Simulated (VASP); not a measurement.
The system is Be2Se3.

```
Be Se
1.0
     3.60000    0.00000    0.00000
     0.00000    3.60000    0.00000
     0.00000    0.00000    7.50000
Be Se
2 3
Direct
  0.00000 0.50000 0.16700
  0.50000 0.00000 0.83300
  0.00000 0.00000 0.00000
  0.50000 0.50000 0.66000
  0.50000 0.50000 0.34000
```

```yaml
Program: VASP 6.6.1
Task: relaxation of cell and atoms
Functional: PBE
Potentials_or_basis: VASP PAW PBE potentials, release 64 (Be, Se)
Cutoff: 600 eV
k_mesh: 5 × 5 × 2
Occupations: gaussian, width 0.2 eV
Spin: no spin polarisation
```

At the start: pressure 2.8 GPa; volume 19.44 Å³/atom.

Question: Where does the relaxation end?

Answer: Over 8 steps the energy falls by 43.9 meV/atom and the volume is 20.49 Å³/atom (+5.4 %); space group P-4m2 (No. 115, to 0.05 Å).

Step by step:
| step | energy change (eV) | largest force (eV/Å) | pressure (GPa) | volume (Å³) |
| --- | --- | --- | --- | --- |
| 1 | 0.0000 | 0.8236 | 2.82 | 97.20 |
| 2 | -0.1329 | 0.3281 | -0.27 | 102.09 |
| 3 | -0.1405 | 0.1805 | -1.11 | 103.75 |
| 4 | -0.1919 | 0.2948 | -0.43 | 102.74 |
| 5 | -0.1329 | 0.3678 | 2.99 | 99.52 |
| 6 | -0.2139 | 0.2481 | 0.51 | 101.71 |
| 7 | -0.2189 | 0.1064 | 0.13 | 102.72 |
| 8 | -0.2196 | 0.0105 | 0.22 | 102.46 |

Final structure:
```
Be Se
1.0
     3.77241    0.00000    0.00000
     0.00000    3.77241    0.00000
     0.00000    0.00000    7.19943
Be Se
2 3
Direct
  0.00000 0.50000 0.17875
  0.50000 0.00000 0.82125
  0.00000 0.00000 0.00000
  0.50000 0.50000 0.66584
  0.50000 0.50000 0.33416
```

Caveat: the k points lie up to 0.44 Å⁻¹ apart in the final cell; the relaxation stopped at a loose force limit of 0.08 eV/Å, so its end isn't a converged minimum.
